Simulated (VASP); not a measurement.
Input of a VASP 6.6.1 run:

The input INCAR:

```
SYSTEM = W4O
ALGO = Fast
DIPOL = 0.5 0.5 0.355
EDIFF = 1E-6
EDIFFG = -0.025
ENCUT = 520
GGA = PE
IBRION = 2
IDIPOL = 3
ISIF = 2
ISMEAR = 0
LASPH = .True.
LCHARG = .False.
LDIPOL = .True.
LREAL = .False.
LWAVE = .False.
NELM = 80
NSW = 36
PREC = Accurate
SIGMA = 0.1
```

File KPOINTS:

```
k-points
0
Gamma
  8 8 1
  0 0 0
```

Contents of POSCAR:

```
W4O
1.0
    3.1836991688      0.0000000000      0.0000000000
    0.0000000000      3.1836991688      0.0000000000
    0.0000000000      0.0000000000     20.1425775749
W O
4 1
Selective dynamics
Direct
    0.5000000000      0.5000000000      0.1985843165  F F F
    0.0000000000      0.0000000000      0.2776134069  F F F
    0.5000000000      0.5000000000      0.3599451800  F F F
    0.0000000000      0.0000000000      0.4290700901  F F F
    0.0000000000      0.2500000000      0.5104896599  F F T
```

Potentials or basis: VASP PAW PBE potentials, release 64 (W_sv, O).

The run is started by

```console
$ cat potpaw_PBE.64/W_sv/POTCAR potpaw_PBE.64/O/POTCAR > POTCAR
$ mpirun -np 1 vasp_std > vasp.out
```

(1) What does it give for the energy gained by relaxing?

(2) Predict the band gap on the k mesh.

Answers

(1) 17.1 meV/atom.

(2) zero (bands 31 and 32 overlap by 2.06 eV).

Caveat: spin-orbit coupling is left out, which moves the levels of the heavy elements.
